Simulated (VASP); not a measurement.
Input of a VASP 6.6.1 run:

The input INCAR:

```
PREC = Accurate
ENCUT = 520
EDIFF = 1E-8
ISMEAR = -1
SIGMA = 0.05
LREAL = F
LASPH = T
NELM = 100
ALGO = Normal
ISIF = 2
LWAVE = F
LCHARG = F
LEFG = T
NBANDS = 18
```

Contents of KPOINTS:

```
regular mesh
0
Gamma
  11 11 11
```

Contents of POSCAR:

```
PIr2
1.0
    0.0000000000      2.7110045559      2.7110045559
    2.7110045559      0.0000000000      2.7110045559
    2.7110045559      2.7110045559      0.0000000000
P Ir
1 2
Direct
    0.0000000000      0.0000000000      0.0000000000
    0.2500000000      0.2500000000      0.2500000000
    0.7500000000      0.7500000000      0.7500000000
```

Potentials or basis: VASP PAW LDA potentials, release 64 (P, Ir).

Launch:

```bash
$ cat potpaw_LDA.64/P/POTCAR potpaw_LDA.64/Ir/POTCAR > POTCAR
$ mpirun -np 1 vasp_std > vasp.out
```

Task: Predict the pressure.

Result: 18.9 GPa.

Caveat: without QUAD_EFG the Cq values of the log hold for a quadrupole moment of 1 mb, not for the nuclei.
